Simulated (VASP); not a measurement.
# TaSiO4 (P4/mmm) in VASP: further runs

TaSiO4 is run at these levels: PBE; tasks: single point.

Program: VASP 6.6.1. These are calculated values, not measurements. Logs are shortened: lines on timing, memory, paths and dates and some standing lists are left out, and cuts for length are marked.

## Step 1: The cell of the first run

Symmetry: P4/mmm, No. 123, tetragonal system. The conventional cell has a = 3.402 Å, b = 3.402 Å, c = 4.887 Å, α = 90.00°, β = 90.00°, γ = 90.00°. Within 2.8 Å of Ta (site symmetry 4/mmm) lie 8 O at 2.12 Å. Within 2.7 Å of Si (site symmetry 4/mmm) lie 8 O at 2.07 Å. O (site symmetry 2mm) has 2 Si at 2.07 Å and 2 Ta at 2.12 Å and 6 O at 2.36 to 2.53 Å within 2.7 Å.

## Step 2: Single point, PBE

File INCAR:

```
SYSTEM = TaSiO4
  PREC = Accurate
  ENCUT = 520
  EDIFF = 1E-6
  ISMEAR = 0
  SIGMA = 0.1
  LREAL = .FALSE.
  LASPH = .TRUE.
  NELM = 80
  ALGO = Normal
  ISIF = 2
  LWAVE = .FALSE.
  LCHARG = .FALSE.
  GGA = PE
  NBANDS = 28
```

File KPOINTS:

```
regular mesh
0
G
  6 6 4
  0 0 0
```

File POSCAR:

```
TaSiO4
1.0
    3.4024998713      0.0000000000      0.0000000000
    0.0000000000      3.4024998713      0.0000000000
    0.0000000000      0.0000000000      4.8865370962
Ta Si O
1 1 4
Direct
    0.5000000000      0.5000000000      0.5000000000
    0.0000000000      0.0000000000      0.0000000000
    0.5000000000      0.0000000000      0.7587453010
    0.0000000000      0.5000000000      0.2412546990
    0.5000000000      0.0000000000      0.2412546990
    0.0000000000      0.5000000000      0.7587453010
```

Potentials or basis: VASP PAW PBE potentials, release 64 (Ta_pv, Si, O).

The run is started by

```console
cat potpaw_PBE.64/Ta_pv/POTCAR potpaw_PBE.64/Si/POTCAR potpaw_PBE.64/O/POTCAR > POTCAR
mpirun -np 1 vasp_std > vasp.out
```

OUTCAR:

```text
SYSTEM = TaSiO4
   PREC = Accurate
   ENCUT = 520
   EDIFF = 1E-6
   ISMEAR = 0
   LREAL = .FALSE.
   LASPH = .TRUE.
   NELM = 80
   ISIF = 2
   GGA = PE

 ion  position               nearest neighbor table
   1  0.500  0.500  0.500-   3 2.12   4 2.12   5 2.12   6 2.12   3 2.12   5 2.12   4 2.12   6 2.12

   2  0.000  0.000  0.000-   3 2.07   4 2.07   5 2.07   6 2.07   4 2.07   6 2.07   3 2.07   5 2.07

   3  0.500  0.000  0.759-   2 2.07   2 2.07   1 2.12   1 2.12
   4  0.000  0.500  0.241-   2 2.07   2 2.07   1 2.12   1 2.12
   5  0.500  0.000  0.241-   2 2.07   2 2.07   1 2.12   1 2.12
   6  0.000  0.500  0.759-   2 2.07   2 2.07   1 2.12   1 2.12

  LATTYP: Found a simple tetragonal cell.
 ALAT       =     3.4024998713
 C/A-ratio  =     1.4361608467

  Lattice vectors:

 A1 = (   3.4024998713,   0.0000000000,   0.0000000000)
 A2 = (   0.0000000000,   3.4024998713,   0.0000000000)
 A3 = (   0.0000000000,   0.0000000000,   4.8865370962)

Analysis of symmetry for initial positions (statically):
=====================================================================
 Subroutine PRICEL returns:
 Original cell was already a primitive cell.

 Routine SETGRP: Setting up the symmetry group for a
 simple tetragonal supercell.

 Subroutine GETGRP returns: Found 16 space group operations
 (whereof 16 operations were pure point group operations)
 out of a pool of 16 trial point group operations.

The static configuration has the point symmetry D_4h.

Analysis of symmetry for dynamics (positions and initial velocities):
=====================================================================
 Subroutine PRICEL returns:
 Original cell was already a primitive cell.

 Routine SETGRP: Setting up the symmetry group for a
 simple tetragonal supercell.

 Subroutine GETGRP returns: Found 16 space group operations
 (whereof 16 operations were pure point group operations)
 out of a pool of 16 trial point group operations.

The dynamic configuration has the point symmetry D_4h.

 Subroutine INISYM returns: Found 16 space group operations
 (whereof 16 operations are pure point group operations),
 and found     1 'primitive' translations

----------------------------------------------------------------------------------------

                                     Primitive cell

  volume of cell :      56.5715

  direct lattice vectors                    reciprocal lattice vectors
     3.402499871  0.000000000  0.000000000     0.293901554  0.000000000  0.000000000
     0.000000000  3.402499871  0.000000000     0.000000000  0.293901554  0.000000000
     0.000000000  0.000000000  4.886537096     0.000000000  0.000000000  0.204643898

  length of vectors
     3.402499871  3.402499871  4.886537096     0.293901554  0.293901554  0.204643898

  position of ions in fractional coordinates (direct lattice)
     0.500000000  0.500000000  0.500000000
     0.000000000  0.000000000  0.000000000
     0.500000000  0.000000000  0.758745301
     0.000000000  0.500000000  0.241254699
     0.500000000  0.000000000  0.241254699
     0.000000000  0.500000000  0.758745301

  ion indices of the primitive-cell ions
   primitive index   ion index
                 1           1
                 2           2
                 3           3
                 4           4
                 5           5
                 6           6

----------------------------------------------------------------------------------------

 KPOINTS: regular mesh

Automatic generation of k-mesh.
 Grid dimensions read from file:
 generate k-points for:    6    6    4

 Generating k-lattice:

  Cartesian coordinates                     Fractional coordinates (reciprocal lattice)
     0.048983592  0.000000000  0.000000000     0.166666667  0.000000000  0.000000000
     0.000000000  0.048983592  0.000000000     0.000000000  0.166666667  0.000000000
     0.000000000  0.000000000  0.051160975     0.000000000  0.000000000  0.250000000

  Length of vectors
     0.048983592  0.048983592  0.051160975

  Shift w.r.t. Gamma in fractional coordinates (k-lattice)
     0.000000000  0.000000000  0.000000000

 Subroutine IBZKPT returns following result:
 ===========================================

 Found     30 irreducible k-points:

 Following reciprocal coordinates:
            Coordinates               Weight
  0.000000  0.000000  0.000000      1.000000
  0.166667  0.000000  0.000000      4.000000
  0.333333  0.000000  0.000000      4.000000
  0.500000  0.000000  0.000000      2.000000
  0.166667  0.166667  0.000000      4.000000
  0.333333  0.166667  0.000000      8.000000
[... 16 lines left out ...]
  0.333333  0.000000  0.500000      4.000000
  0.500000  0.000000  0.500000      2.000000
 [... further k-points ...]
   k-points           NKPTS =     30   k-points in BZ     NKDIM =     30   number of bands    NBANDS=     28
   number of dos      NEDOS =    301   number of ions     NIONS =      6
   total plane-waves  NPLWV =  28224
   dimension x,y,z NGX =    28 NGY =   28 NGZ =   36
   dimension x,y,z NGXF=    56 NGYF=   56 NGZF=   72
   ions per type =               1   1   4
   NGX,Y,Z   is equivalent  to a cutoff of  13.68, 13.68, 12.25 a.u.
   NGXF,Y,Z  is equivalent  to a cutoff of  27.36, 27.36, 24.50 a.u.
 SYSTEM =  TaSiO4
   PREC   = accura    normal or accurate (medium, high low for compatibility)
   ISTART =      0    job   : 0-new  1-cont  2-samecut
   ICHARG =      2    charge: 1-file 2-atom 10-const
   ISPIN  =      1    spin polarized calculation?
   LNONCOLLINEAR =      F non collinear calculations
   LSORBIT =      F    spin-orbit coupling
   LASPH  =      T    aspherical Exc in radial PAW
   ENCUT  =  520.0 eV  38.22 Ry    6.18 a.u.   6.33  6.33  9.09*2*pi/ulx,y,z
   NELM   =     80;   NELMIN=  2; NELMDL= -5     # of ELM steps
   EDIFF  = 0.1E-05   stopping-criterion for ELM
   LREAL  =      F    real-space projection
   EDIFFG = 0.1E-04   stopping-criterion for IOM
   NSW    =      0    number of steps for IOM
   IBRION =     -1    ionic relax: 0-MD 1-quasi-New 2-CG
   NFREE  =      0    steps in history (QN), initial steepest desc. (CG)
   ISIF   =      2    stress and relaxation
   ISYM   =      2    0-nonsym 1-usesym 2-fastsym
   POTIM  = 0.5000    time-step for ionic-motion
   TEBEG  =    0.0;   TEEND  =   0.0 temperature during run
   PSTRESS=    0.0 pullay stress
   NELECT =      39.0000    total number of electrons
   NUPDOWN=      -1.0000    fix difference up-down
   EMIN   =  10.00;   EMAX   =-10.00  energy-range for DOS
   EFERMI =   0.00;   METHOD = LEGACY
   ISMEAR =     0;   SIGMA  =   0.10  broadening in eV -4-tet -1-fermi 0-gaus
   EFERMI_NEDOS =   21; number of points for ismear=-14 and -15
   IALGO  =     38    algorithm
   IMIX   =      4    mixing-type and parameters
     AMIX     =   0.40;   BMIX     =  1.00
     AMIX_MAG =   1.60;   BMIX_MAG =  1.00
  volume/ion in A,a.u.               =       9.43        63.63
  Fermi-wavevector in a.u.,A,eV,Ry     =   1.446207  2.732936 28.456797  2.091516
  Thomas-Fermi vector in A             =   2.564302
   LORBIT       =      0    0 simple, 1 ext, 2 COOP (PROOUT), +10 PAW based schemes
   GGA     = PE    functional components
   LHFCALC =     F    Hartree Fock is set to
   AEXX    =    0.0000 exact exchange contribution
   IVDW    =     0    specifies the selected vdW correction
   LEPSILON=     F    determine dielectric tensor
   LRPA    =     F    only Hartree local field effects (RPA)
 non-spin polarized calculation
 Gauss-broadening in eV      SIGMA  =   0.10
  energy-cutoff  :      520.00
  volume of cell :       56.57
 maximum number of plane-waves:      1540
 NGX is ok and might be reduce to    28
   NGX = 13   NGY = 13   NGZ = 19

 number of electron      38.9999998 magnetization

 Free energy of the ion-electron system (eV)
  ---------------------------------------------------
  ext. energy  EPLUGINS =         0.00000000
  ---------------------------------------------------
  free energy    TOTEN  =       -49.22576711 eV

  energy without entropy =      -49.22015554  energy(sigma->0) =      -49.22296132

 E-fermi :   8.3280     XC(G=0): -12.1831

 val. band max:        8.2541623888   @ k =   0.3333   0.0000   0.0000
 cond. band min:       8.4010447282   @ k =   0.5000   0.5000   0.5000
 fundamental gap:      0.1468823394
 Fermi energy:         8.3279831271

 k-point     1 :       0.0000    0.0000    0.0000
  band No.  band energies     occupation
      1     -28.4402      2.00000
      2     -28.2485      2.00000
      3     -28.2485      2.00000
      4     -14.2775      2.00000
      5     -11.9812      2.00000
      6     -11.2891      2.00000
[... 20 lines left out ...]
     27      14.2680      0.00000
     28      14.3303      0.00000

 k-point     2 :       0.1667    0.0000    0.0000
  band No.  band energies     occupation
      1     -28.4275      2.00000
      2     -28.3114      2.00000
      3     -28.2452      2.00000
      4     -14.0334      2.00000
      5     -11.9210      2.00000
      6     -11.3977      2.00000
[... 20 lines left out ...]
     27      14.1965      0.00000
     28      14.6097      0.00000

 k-point     3 :       0.3333    0.0000    0.0000
  band No.  band energies     occupation
      1     -28.4343      2.00000
      2     -28.4019      2.00000
      3     -28.2385      2.00000
      4     -13.3969      2.00000
      5     -11.7944      2.00000
      6     -11.7581      2.00000
[... 20 lines left out ...]
     27      14.8641      0.00000
     28      15.3160      0.00000

 k-point     4 :       0.5000    0.0000    0.0000
  band No.  band energies     occupation
      1     -28.4943      2.00000
      2     -28.3890      2.00000
      3     -28.2352      2.00000
      4     -12.7522      2.00000
      5     -12.3353      2.00000
      6     -11.6229      2.00000
[... 20 lines left out ...]
     27      15.6736      0.00000
     28      15.7283      0.00000

 k-point     5 :       0.1667    0.1667    0.0000
  band No.  band energies     occupation
      1     -28.4149      2.00000
      2     -28.3091      2.00000
      3     -28.3063      2.00000
      4     -13.7961      2.00000
      5     -11.8619      2.00000
      6     -11.4642      2.00000
[... 20 lines left out ...]
     27      14.0253      0.00000
     28      15.5836      0.00000

 k-point     6 :       0.3333    0.1667    0.0000
  band No.  band energies     occupation
      1     -28.4300      2.00000
      2     -28.3896      2.00000
      3     -28.3004      2.00000
      4     -13.1828      2.00000
      5     -11.7615      2.00000
      6     -11.7040      2.00000
[... 463 lines left out ...]
      5     -13.2473      2.00000
      6     -10.7294      2.00000
[... 20 lines left out ...]
     27      15.7478      0.00000
     28      16.5714      0.00000

 k-point    22 :       0.1667    0.0000    0.5000
  band No.  band energies     occupation
      1     -28.4317      2.00000
      2     -28.3109      2.00000
      3     -28.2450      2.00000
      4     -13.1931      2.00000
      5     -13.0150      2.00000
      6     -10.8303      2.00000
[... 20 lines left out ...]
     27      15.9074      0.00000
     28      16.3517      0.00000

 k-point    23 :       0.3333    0.0000    0.5000
  band No.  band energies     occupation
      1     -28.4332      2.00000
      2     -28.4052      2.00000
      3     -28.2383      2.00000
      4     -12.8870      2.00000
      5     -12.4458      2.00000
      6     -11.4397      2.00000
[... 20 lines left out ...]
     27      15.5980      0.00000
     28      15.7976      0.00000

 k-point    24 :       0.5000    0.0000    0.5000
  band No.  band energies     occupation
      1     -28.4930      2.00000
      2     -28.3918      2.00000
      3     -28.2350      2.00000
      4     -12.6122      2.00000
      5     -11.9923      2.00000
      6     -11.8522      2.00000
[... 20 lines left out ...]
     27      15.2112      0.00000
     28      15.4097      0.00000

 [... further k-points ...]

------------------------ aborting loop because EDIFF is reached ----------------------------------------

  FORCE on cell =-STRESS in cart. coord.  units (eV):
  Direction    XX          YY          ZZ          XY          YZ          ZX
  --------------------------------------------------------------------------------------
  -------------------------------------------------------------------------------------
  Total        0.1896264      0.1896264      0.2035091      0.0000000     -0.0000000     -0.0000000
  in kB        5.3704658      5.3704658      5.7636417      0.0000000     -0.0000000     -0.0000000
  external PRESSURE =       5.5015244 kB  Pullay stress =       0.0000000 kB

 VOLUME and BASIS-vectors are now :
 -----------------------------------------------------------------------------
  energy-cutoff  :      520.00
  volume of cell :       56.57
      direct lattice vectors                 reciprocal lattice vectors
     3.402499871  0.000000000  0.000000000     0.293901554  0.000000000  0.000000000
     0.000000000  3.402499871  0.000000000     0.000000000  0.293901554  0.000000000
     0.000000000  0.000000000  4.886537096     0.000000000  0.000000000  0.204643898

 POSITION                                       TOTAL-FORCE (eV/Angst)
 -----------------------------------------------------------------------------------
      1.70125      1.70125      2.44327         0.000000     -0.000000      0.000000
      0.00000      0.00000      0.00000         0.000000     -0.000000      0.000000
      1.70125      0.00000      3.70764         0.000000     -0.000000      0.029850
      0.00000      1.70125      1.17890         0.000000     -0.000000     -0.029850
      1.70125      0.00000      1.17890         0.000000      0.000000     -0.029850
      0.00000      1.70125      3.70764        -0.000000      0.000000      0.029850
 -----------------------------------------------------------------------------------
    total drift:                                0.000000      0.000000      0.000000

  FREE ENERGIE OF THE ION-ELECTRON SYSTEM (eV)
  ---------------------------------------------------
  free  energy   TOTEN  =       -49.2257671088 eV

  energy  without entropy=      -49.2201555373  energy(sigma->0) =      -49.22296132
```

Run time: 45 s. Hardware: 1 thread of Intel Xeon Platinum 8488C (Sapphire Rapids), shared host; peak memory 0.19 GiB.

What came out:

- Free energy: -49.2258 eV
- Pressure: 0.6 GPa
- Largest force: 0.030 eV/Å

Forces on the atoms (eV/Å):
```
Ta   0.000  0.000  0.000
Si   0.000  0.000  0.000
O    0.000  0.000  0.030
O    0.000  0.000 -0.030
O    0.000  0.000 -0.030
O    0.000  0.000  0.030
```

Caveat: spin-orbit coupling is left out, which moves the levels of the heavy elements; an odd number of electrons without spin polarisation forces a metal; a magnetic or distorted state may lie lower.

[end of part 1 of 2]
